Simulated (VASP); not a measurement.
# TiO2: vibrations by perturbation theory with LDA

TiO2:

```xyz
6
Lattice="4.5922 0.0000 0.0000 0.0000 4.5922 0.0000 0.0000 0.0000 2.9574" Properties=species:S:1:pos:R:3 pbc="T T T"
Ti    0.0000    0.0000    0.0000
Ti    2.2961    2.2961    1.4787
O     1.4004    1.4004    0.0000
O     0.8957    3.6965    1.4787
O     3.1918    3.1918    0.0000
O     3.6965    0.8957    1.4787
```

```
Program                : VASP 6.6.1
Task                   : vibrations by perturbation theory
Functional             : LDA
Potentials or basis    : VASP PAW LDA potentials, release 64 (Ti_sv, O)
Cutoff                 : 520 eV
k mesh                 : 4 × 4 × 6
Occupations            : gaussian, width 0.01 eV
Spin                   : no spin polarisation
Dipole correction      : no
Further INCAR settings : ALGO = Normal; EDIFF = 1e-08; NBANDS = 33; IBRION = 8; NSW = 1
```

```json
{
 "Electronic dielectric tensor (diagonal)": "7.64, 7.64, 9.21",
 "Born charges (mean of the diagonal)": "Ti +6.81; O -3.41 e",
 "Highest phonon frequency at Γ, LO-TO splitting left out": "783 cm⁻¹",
 "Most unstable mode": "44i cm⁻¹"
}
```

Phonon frequencies in cm⁻¹ (negative: imaginary):
```csv
q point,frequencies
"(0.000, 0.000, 0.000)",-44 -1 -1 1 65 83 83 158 365 365 369 414 441 441 471 471 582 783
```

Electronic dielectric tensor:
```
7.64 0.00 0.00
0.00 7.64 0.00
0.00 0.00 9.21
```

Born effective charge tensors (e):
atom 1, Ti
```
6.32 1.02 0.00
1.02 6.32 0.00
0.00 0.00 7.80
```
atom 2, Ti
```
 6.32 -1.02  0.00
-1.02  6.32  0.00
 0.00  0.00  7.80
```
atom 3, O
```
-3.16 -1.80  0.00
-1.80 -3.16  0.00
 0.00  0.00 -3.90
```
atom 4, O
```
-3.16  1.80  0.00
 1.80 -3.16  0.00
 0.00  0.00 -3.90
```
atom 5, O
```
-3.16 -1.80  0.00
-1.80 -3.16  0.00
 0.00  0.00 -3.90
```
atom 6, O
```
-3.16  1.80  0.00
 1.80 -3.16  0.00
 0.00  0.00 -3.90
```

Run time: 36 min on 1 thread of Intel Xeon 8259CL, with other jobs on the host, peak memory 0.43 GiB.

Caveat: the cell stands under pressure or tension, which shifts response properties; some modes are imaginary.
